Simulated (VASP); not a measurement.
Write the native input for VASP 6.6.1 that does the following.

```yaml
Task: single point
Functional: PBE
Potentials_or_basis: VASP PAW PBE potentials, release 64 (La, Lu, O)
Cutoff: 520 eV
k_mesh: 4 × 4 × 2
Occupations: gaussian, width 0.1 eV
Spin: no spin polarisation
Dipole_correction: no
Further_INCAR_settings: ALGO = Normal; EDIFF = 1e-07; NBANDS = 44
```

The structure of La3LuO2 lies in POSCAR:

```
La3LuO2
1.0
    3.7712559200      0.0000000000      0.0000000000
    0.0000000000      3.7712559200      0.0000000000
    0.0000000000      0.0000000000      8.2078286800
La Lu O
3 1 2
Direct
    0.5000000000      0.0000000000      0.9983087800
    0.0000000000      0.5000000000      0.9983087800
    0.0000000000      0.0000000000      0.3792572600
    0.5000000000      0.5000000000      0.6236239100
    0.5000000000      0.5000000000      0.2665635600
    0.0000000000      0.0000000000      0.7339377400
```

The input as run:

INCAR

```
SYSTEM = La3LuO2
PREC = Accurate
ENCUT = 520
EDIFF = 1E-7
ISMEAR = 0
SIGMA = 0.1
LREAL = .FALSE.
LASPH = .TRUE.
NELM = 60
ALGO = Normal
ISIF = 2
LWAVE = .FALSE.
LCHARG = .FALSE.
GGA = PE
NBANDS = 44
```

KPOINTS

```
Automatic mesh
0
G
  4 4 2
  0 0 0
```

Potentials or basis: VASP PAW PBE potentials, release 64 (La, Lu, O).

The run is started by

```sh
$ cat potpaw_PBE.64/La/POTCAR potpaw_PBE.64/Lu/POTCAR potpaw_PBE.64/O/POTCAR > POTCAR
$ mpirun -np 1 vasp_std > vasp.out
```

Results of the run:

| Item | Value |
| --- | --- |
| Pressure | 10.9 GPa |
| Largest force | 1.303 eV/Å |
| Band gap on the k mesh | zero (band 35 reaches 9.36 eV, above the bottom of band 36 at 8.89 eV) |

Caveat: the k points lie up to 0.42 Å⁻¹ apart; spin-orbit coupling is left out, which moves the levels of the heavy elements; forces of over 1 eV/Å act on the atoms, so gaps and moduli don't describe the material at rest.

Run time: 60 s on 1 thread of Intel(R) Xeon(R) 6975P-C (Granite Rapids) (shared host), peak memory 0.26 GiB.
